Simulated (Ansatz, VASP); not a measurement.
**Two plane-wave programs on Mg**

POSCAR

```
Mg
1.0
   -1.6237952952      1.6237952952      1.6237952952
    1.6237952952     -1.6237952952      1.6237952952
    1.6237952952      1.6237952952     -1.6237952952
Mg
1
Direct
    0.0000000000      0.0000000000      0.0000000000
```

INCAR.step1

```
PREC     = Accurate       # precision mode
ENCUT    = 520            # plane-wave cutoff, eV
ISMEAR   = 0              # smearing method
SIGMA    = 0.05           # smearing width, eV
LREAL    = False          # projectors in reciprocal space
LASPH    = True           # aspherical terms in the spheres
NELM     = 80             # most SCF steps
NBANDS   = 7              # bands
GGA      = PE             # functional
ALGO     = Normal         # electronic algorithm
EDIFF    = 1E-4           # SCF threshold, eV
LWAVE    = True           # write WAVECAR
LCHARG   = False          # write CHGCAR
```

INCAR.step2

```
PREC     = Accurate       # precision mode
ENCUT    = 520            # plane-wave cutoff, eV
EDIFF    = 1E-6           # SCF threshold, eV
ISMEAR   = 0              # smearing method
SIGMA    = 0.05           # smearing width, eV
LREAL    = False          # projectors in reciprocal space
LASPH    = True           # aspherical terms in the spheres
NELM     = 80             # most SCF steps
ALGO     = Normal         # electronic algorithm
ISIF     = 2              # what is computed and relaxed
LWAVE    = False          # write WAVECAR
LCHARG   = True           # write CHGCAR
METAGGA  = R2SCAN         # meta-GGA
LMIXTAU  = True         
LELF     = True           # ELF
LVHAR    = True         
NBANDS   = 7              # bands
ISTART   = 1
```

Contents of KPOINTS:

```
regular mesh
0
Gamma
  20 20 20
```

Input for Ansatz:

```yaml
crystal:
  lattice:
    - [-1.6237952952, 1.6237952952, 1.6237952952]
    - [1.6237952952, -1.6237952952, 1.6237952952]
    - [1.6237952952, 1.6237952952, -1.6237952952]
  atoms:
    - { symbol: Mg, position: [0.0, 0.0, 0.0] }
basis:
  ecutwfc: 500
  ecutrho_ratio: 4
kpoints:
  mp_grid: { grid: [20, 20, 20] }
hamiltonian:
  xc: r2scan
scf:
  occupations: { method: gaussian, width: 0.05 }
output:
  forces: true
  stress: true
  eigenvalues: true
```

Alike in both runs: task single point; functional r2SCAN; k mesh 20 × 20 × 20; occupations gaussian, width 0.05 eV; no spin polarisation.

|  | VASP | Ansatz |
| --- | --- | --- |
| version | VASP 6.6.1 | Ansatz 0.2.0 |
| potentials or method | VASP PAW PBE potentials, release 64 (Mg), cutoff 520 eV | scalar-relativistic, plane waves, PAW |
| valence electrons in the cell | 2 | 10 |

```csv
,VASP,Ansatz,Ansatz less VASP
gap on the k mesh at the Fermi level (eV),none,none,-
pressure (GPa),17.7,18.0,+0.27
```

VASP's potentials were made for PBE, not for r2SCAN. A gap of «none» marks a metal or a gap that the smearing closes. VASP's potentials hold 2 valence electrons a cell and Ansatz's 10, so a difference there can come from the potentials and not from the codes.
